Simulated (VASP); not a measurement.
Crystal: Cd3O2.

```
CELL_PARAMETERS angstrom
5.39230 0.00000 0.00000
-2.69615 4.66987 0.00000
0.00000 0.00000 7.86376
ATOMIC_POSITIONS crystal
Cd 0.00000 0.00000 0.36883
Cd 0.00000 0.00000 0.63117
Cd 0.33333 0.66667 0.00000
Cd 0.66667 0.33333 0.00000
Cd 0.33333 0.66667 0.50000
Cd 0.66667 0.33333 0.50000
O 0.33333 0.66667 0.24802
O 0.33333 0.66667 0.75198
O 0.66667 0.33333 0.75198
O 0.66667 0.33333 0.24802
```

The cell was built from a structure type or drawn by symmetry, and may not be a known phase.

- Program: VASP 6.6.1
- Task: relaxation of cell and atoms
- Functional: PBE
- Potentials or basis: VASP PAW PBE potentials, release 64 (Cd, O)
- Cutoff: 600 eV
- k mesh: 4 × 4 × 2
- Occupations: gaussian, width 0.2 eV
- Spin: no spin polarisation

At the start: pressure 13.7 GPa; volume 19.80 Å³/atom.

Task: How do energy, volume and symmetry change on relaxing?

Result: Over 14 steps the energy falls by 380.6 meV/atom and the volume is 21.07 Å³/atom (+6.4 %); space group P6/mmm (No. 191, to 0.1 Å) before and after.

The path:
```tsv
step	energy change (eV)	largest force (eV/Å)	pressure (GPa)	volume (Å³)
1	0.0000	14.6109	13.68	198.02
2	-0.1303	0.2345	-10.39	247.99
3	-1.2858	0.2863	-9.49	238.10
4	-2.1438	0.2678	-8.35	230.51
5	-3.4518	0.5579	-3.40	214.10
6	-3.4620	1.5729	-0.31	208.55
7	-3.5050	0.9677	-1.98	211.30
8	-3.5054	1.0280	-1.80	210.97
9	-3.6743	0.9156	1.18	205.35
10	-3.6754	0.9019	1.51	204.82
11	-3.7677	0.4063	0.85	206.95
12	-3.8004	0.2557	0.16	209.92
13	-3.8008	0.2412	0.20	209.69
14	-3.8058	0.0397	-0.13	210.69
```

Final structure:
```
Cd O
1.0
     5.48663    0.00000    0.00000
    -2.74332    4.75156    0.00000
     0.00000    0.00000    8.08176
Cd O
6 4
Cartesian
  5.4866 0.0000 2.5131
  5.4866 0.0000 5.5687
  0.0000 3.1677 0.0000
  2.7433 1.5839 0.0000
  0.0000 3.1677 4.0409
  2.7433 1.5839 4.0409
  0.0000 3.1677 2.0147
  0.0000 3.1677 6.0671
  2.7433 1.5839 6.0671
  2.7433 1.5839 2.0147
```

Caveat: the relaxation stopped at a loose force limit of 0.08 eV/Å, so its end isn't a converged minimum.
